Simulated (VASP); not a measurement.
# Si17O32 (a cell with a defect) in VASP: further runs, part 2 of 2

VASP 6.6.1. The steps go on from the part before.

## 3. Single point, PBEsol

INCAR reads:

```
SYSTEM = Si17O32
ALGO     = Normal         ! electronic algorithm
EDIFF    = 1E-6           ! SCF threshold, eV
ENCUT    = 520            ! plane-wave cutoff, eV
GGA      = PS             ! functional
GGA_COMPAT= .FALSE.      
ISIF     = 2              ! what is computed and relaxed
ISMEAR   = 0              ! smearing method
KPAR     = 2            
LASPH    = .TRUE.         ! aspherical terms in the spheres
LCHARG   = .TRUE.         ! write CHGCAR
LREAL    = Auto         
LVHAR    = .TRUE.       
LWAVE    = .FALSE.        ! write WAVECAR
NBANDS   = 160            ! bands
NCORE    = 2            
NELM     = 120            ! most SCF steps
PREC     = Accurate       ! precision mode
SIGMA    = 0.02           ! smearing width, eV
```

KPOINTS reads:

```
k-points
0
G
  2 2 2
  0 0 0
```

POSCAR reads:

```
Si17O32
1.0
  -10.0895850000      0.0000000000      0.0000000000
    0.0000000000     -8.6670390000      0.0000000000
   -0.2390190000      0.0000000000      8.3166190000
Si O
17 32
Direct
    0.4474427477      0.6473744955      0.6751570560
    0.4573235341      0.3413523350      0.8353701186
    0.4575444790      0.3097684226      0.2083771061
    0.4440942381      0.6476361766      0.3439075422
    0.2112577042      0.1859106668      0.7101754932
    0.2395973135      0.8465142478      0.8278736828
    0.2216418629      0.8181568123      0.2073248756
    0.2014063919      0.1533365663      0.3374003306
    0.9829304497      0.6877788366      0.7193807965
    0.9594942589      0.3491015790      0.8371556999
    0.9542386166      0.3131843528      0.2105747540
    0.9698290668      0.6522265563      0.3366602462
    0.7142898222      0.1803627513      0.7167427052
    0.7356486944      0.8490200633      0.8458154690
    0.7110419312      0.8077216452      0.2196896359
    0.7045190856      0.1469715320      0.3415787113
    0.6659166608      0.5962810367      0.5806117847
    0.4380180927      0.2821521860      0.0184680818
    0.4284232012      0.4889701085      0.2465105111
    0.6071043927      0.6954478917      0.3303822142
    0.3572971285      0.6298800548      0.5122908720
    0.6113693507      0.3141962324      0.7779422143
    0.6521405880      0.7479222143      0.7205624064
    0.4202727847      0.5227591568      0.8228509686
    0.6071686698      0.2736984338      0.2636991066
    0.2256139731      0.8166677224      0.0163402941
    0.1702242928      0.9800546646      0.2801347519
    0.3556754950      0.1970257662      0.3045944512
    0.1681467683      0.1634708232      0.5272421401
    0.3879176463      0.8095787962      0.7566717917
    0.3633857968      0.2447474853      0.7169602215
    0.1971200349      0.0245659446      0.8043028062
    0.3742490237      0.7899280250      0.2554594601
    0.9240260820      0.3032176272      0.0213803229
    0.9231959639      0.4845698744      0.2765924470
    0.1184118429      0.6852582526      0.2665380006
    0.9709959154      0.6623205457      0.5290172605
    0.1135700746      0.3123540808      0.7938828267
    0.1352619792      0.7315994540      0.7459062391
    0.9362933219      0.5325989649      0.8145626245
    0.1075826022      0.2708394412      0.2412159316
    0.7012294903      0.7840366243      0.0267068865
    0.6703038400      0.9827014739      0.2616128020
    0.8576841143      0.1914130074      0.3032027799
    0.6817607297      0.1326339941      0.5342511182
    0.8904776128      0.8275867918      0.7898344267
    0.8634922694      0.2491734490      0.7234083947
    0.6968871165      0.0303770411      0.8332400462
    0.8618217769      0.7758057856      0.2721621611
```

Potentials or basis: VASP PAW PBE potentials, release 64 (Si, O).

Started as:

```sh
$ cat potpaw_PBE.64/Si/POTCAR potpaw_PBE.64/O/POTCAR > POTCAR
$ mpirun -np 4 vasp_std > vasp.out
```

OUTCAR:

```text
SYSTEM = Si17O32
   EDIFF = 1E-6
   ENCUT = 520
   GGA = PS
   ISIF = 2
   ISMEAR = 0
   LASPH = .TRUE.
   LREAL = Auto
   NELM = 120
   PREC = Accurate

 ion  position               nearest neighbor table
   1  0.447  0.647  0.675-  24 1.65  21 1.66  30 1.67  23 2.28  17 2.36   4 2.76   2 2.97   6 2.97

   2  0.457  0.341  0.835-  18 1.61  31 1.62  24 1.62  22 1.63   1 2.97   5 3.04  13 3.08   3 3.12

   3  0.458  0.310  0.208-  19 1.61  28 1.61  18 1.62  25 1.62   8 3.08  16 3.10   2 3.12   4 3.14
[... 17 lines left out ...]
  14  0.736  0.849  0.846-  23 1.62  48 1.62  46 1.63  42 1.63   9 3.02  13 3.08  15 3.13
  15  0.711  0.808  0.220-  43 1.61  49 1.62  42 1.62  20 1.69  16 3.11  12 3.12  14 3.13
  16  0.705  0.147  0.342-  43 1.61  44 1.62  45 1.62  25 1.62  11 3.07   3 3.10  15 3.11  13 3.14

  17  0.666  0.596  0.581-  23 1.76  20 2.34   1 2.36   4 3.06
  18  0.438  0.282  0.018-   2 1.61   3 1.62
  19  0.428  0.489  0.247-   4 1.61   3 1.61
  20  0.607  0.695  0.330-  15 1.69   4 1.70  17 2.34
  21  0.357  0.630  0.512-   4 1.64   1 1.66
  22  0.611  0.314  0.778-  13 1.63   2 1.63
  23  0.652  0.748  0.721-  14 1.62  17 1.76   1 2.28
  24  0.420  0.523  0.823-   2 1.62   1 1.65
  25  0.607  0.274  0.264-  16 1.62   3 1.62
  26  0.226  0.817  0.016-   7 1.59   6 1.59
  27  0.170  0.980  0.280-   7 1.61   8 1.61
  28  0.356  0.197  0.305-   3 1.61   8 1.62
  29  0.168  0.163  0.527-   5 1.61   8 1.61
[... 18 lines left out ...]
  48  0.697  0.030  0.833-  14 1.62  13 1.63
  49  0.862  0.776  0.272-  15 1.62  12 1.63

  LATTYP: Found a simple monoclinic cell.
 ALAT       =     8.3200529850
 B/A-ratio  =     1.0417047843
 C/A-ratio  =     1.2126827820
 COS(beta)  =    -0.0287280622

  Lattice vectors:

 A1 = (  -0.2390190000,   0.0000000000,   8.3166190000)
 A2 = (   0.0000000000,  -8.6670390000,   0.0000000000)
 A3 = (  10.0895850000,   0.0000000000,   0.0000000000)

Analysis of symmetry for initial positions (statically):
=====================================================================
 Subroutine PRICEL returns:
 Original cell was already a primitive cell.

 Routine SETGRP: Setting up the symmetry group for a
[... 222 lines left out ...]
   GGA     = PS    functional components
   LHFCALC =     F    Hartree Fock is set to
   AEXX    =    0.0000 exact exchange contribution
   IVDW    =     0    specifies the selected vdW correction
   LEPSILON=     F    determine dielectric tensor
   LRPA    =     F    only Hartree local field effects (RPA)
 non-spin polarized calculation
 Gauss-broadening in eV      SIGMA  =   0.02
  energy-cutoff  :      520.00
  volume of cell :      727.26
 maximum number of plane-waves:     19628
 NGX is ok and might be reduce to    80
   NGX = 37   NGY = 33   NGZ = 31

 number of electron     259.9999974 magnetization

 Free energy of the ion-electron system (eV)
  ---------------------------------------------------
  ext. energy  EPLUGINS =         0.00000000
  ---------------------------------------------------
  free energy    TOTEN  =      -395.83012728 eV

  energy without entropy =     -395.83012728  energy(sigma->0) =     -395.83012728

 E-fermi :   2.9628     XC(G=0):  -8.4495

 val. band max:        2.8216839141   @ k =   0.0000   0.5000   0.5000
 cond. band min:       4.9907396846   @ k =   0.0000   0.5000   0.0000
 fundamental gap:      2.1690557705
 Fermi energy:         2.9627989759

 k-point     1 :       0.0000    0.0000    0.0000
  band No.  band energies     occupation
      1     -19.4078      2.00000
      2     -19.0369      2.00000
      3     -18.9916      2.00000
      4     -18.9478      2.00000
      5     -18.8624      2.00000
      6     -18.5432      2.00000
[... 1149 lines left out ...]
    141       8.1603      0.00000
    142       8.3275      0.00000
 [bands above 142 left out]

------------------------ aborting loop because EDIFF is reached ----------------------------------------

  FORCE on cell =-STRESS in cart. coord.  units (eV):
  Direction    XX          YY          ZZ          XY          YZ          ZX
  --------------------------------------------------------------------------------------
  -------------------------------------------------------------------------------------
  Total        4.9825443      7.9478455      7.9347075      0.5031911     -0.8946488     -5.4424389
  in kB       10.9766771     17.5093144     17.4803710      1.1085434     -1.9709351    -11.9898372
  external PRESSURE =      15.3221208 kB  Pullay stress =       0.0000000 kB

 VOLUME and BASIS-vectors are now :
 -----------------------------------------------------------------------------
  energy-cutoff  :      520.00
  volume of cell :      727.26
      direct lattice vectors                 reciprocal lattice vectors
   -10.089585000  0.000000000  0.000000000    -0.099112104  0.000000000 -0.002848474
     0.000000000 -8.667039000  0.000000000     0.000000000 -0.115379658  0.000000000
    -0.239019000  0.000000000  8.316619000     0.000000000  0.000000000  0.120241170

 POSITION                                       TOTAL-FORCE (eV/Angst)
 -----------------------------------------------------------------------------------
     -4.67589     -5.61082      5.61502         0.010563      0.112171     -0.093446
     -4.81387     -2.95851      6.94746        -0.002782      0.034368      0.002354
     -4.66624     -2.68477      1.73299        -0.035731     -0.011621     -0.046205
     -4.56293     -5.61309      2.86015         0.038164     -0.031007     -0.182496
     -2.30125     -1.61129      5.90626        -0.005185      0.020942      0.006898
     -2.61532     -7.33677      6.88511        -0.075952      0.034664     -0.110539
[... 41 lines left out ...]
     -7.23046     -0.26328      6.92974        -0.048125     -0.022228      0.069668
     -8.76048     -6.72394      2.26347         0.099699      0.023800      0.029516
 -----------------------------------------------------------------------------------
    total drift:                               -0.019023      0.016681      0.017069

  FREE ENERGIE OF THE ION-ELECTRON SYSTEM (eV)
  ---------------------------------------------------
  free  energy   TOTEN  =      -395.8301272798 eV

  energy  without entropy=     -395.8301272798  energy(sigma->0) =     -395.83012728
```

Wall time 10 min (4 MPI ranks of Oxide Virtual Turin-like, shared host); peak memory 0.59 GiB.

What came out:

| Property | Result |
| --- | --- |
| Free energy | -395.8301 eV |
| Pressure | 1.5 GPa |
| Largest force | 0.374 eV/Å |
| Band gap on the k mesh | 2.17 eV |

Forces in eV/Å, atoms in the order of the input:
```
Si   0.011  0.112 -0.093
Si  -0.003  0.034  0.002
Si  -0.036 -0.012 -0.046
Si   0.038 -0.031 -0.182
Si  -0.005  0.021  0.007
Si  -0.076  0.035 -0.111
Si   0.072 -0.007 -0.143
Si   0.008 -0.042  0.009
Si  -0.104 -0.008  0.004
Si  -0.020 -0.015  0.009
Si   0.016 -0.008 -0.010
Si   0.055  0.011  0.040
Si  -0.015 -0.028  0.007
Si  -0.099 -0.071  0.130
Si   0.129  0.040  0.086
Si  -0.011 -0.010  0.045
Si   0.003 -0.093  0.362
O   -0.027  0.095 -0.001
O   -0.039  0.028 -0.150
O    0.115 -0.029  0.081
O    0.110  0.111 -0.155
O   -0.038 -0.036 -0.009
O   -0.213 -0.085  0.015
O    0.095  0.029  0.039
O   -0.051 -0.014  0.031
O    0.034  0.013  0.086
O    0.062 -0.041 -0.005
O    0.000  0.027  0.025
O    0.041 -0.058 -0.071
O   -0.077  0.066 -0.104
O   -0.028  0.063 -0.021
O   -0.027  0.045 -0.097
O    0.075 -0.139 -0.137
O    0.026 -0.005  0.013
O    0.025  0.006  0.027
O    0.033 -0.015  0.031
O    0.101 -0.051  0.036
O   -0.013  0.001  0.037
O   -0.085  0.129 -0.116
O   -0.014 -0.021  0.017
O   -0.050 -0.048 -0.050
O    0.043  0.026  0.035
O    0.053  0.034  0.028
O   -0.015  0.025  0.051
O    0.020  0.014  0.010
O   -0.154 -0.091  0.175
O   -0.018 -0.008 -0.036
O   -0.048 -0.022  0.070
O    0.100  0.024  0.030
```

Levels at points of the mesh, in eV from the valence-band top:
```
           k point  band 127  band 128  band 129  band 130  band 131  band 132  band 133  band 134
(0.00, 0.00, 0.00)     -2.84     -2.74     -2.64      0.00      2.23      2.84      3.11      4.58
(0.50, 0.00, 0.00)     -2.83     -2.76     -2.62     -0.02      2.26      3.02      3.50      3.55
(0.00, 0.50, 0.00)     -2.86     -2.71     -2.58      0.00      2.17      2.98      3.62      3.93
(0.50, 0.50, 0.00)     -2.84     -2.74     -2.56     -0.02      2.21      3.00      4.01      4.15
(0.00, 0.00, 0.50)     -3.03     -2.95     -2.63      0.00      2.26      2.86      3.71      4.05
(0.50, 0.00, 0.50)     -3.04     -2.96     -2.62     -0.01      2.29      2.91      4.09      4.21
(0.00, 0.50, 0.50)     -3.03     -2.95     -2.57      0.00      2.29      2.90      4.12      4.25
(0.50, 0.50, 0.50)     -3.03     -2.95     -2.58     -0.01      2.31      2.91      4.33      4.49
```

Caveat: the PAW data sets were made with another functional, which shifts forces and pressure a little.
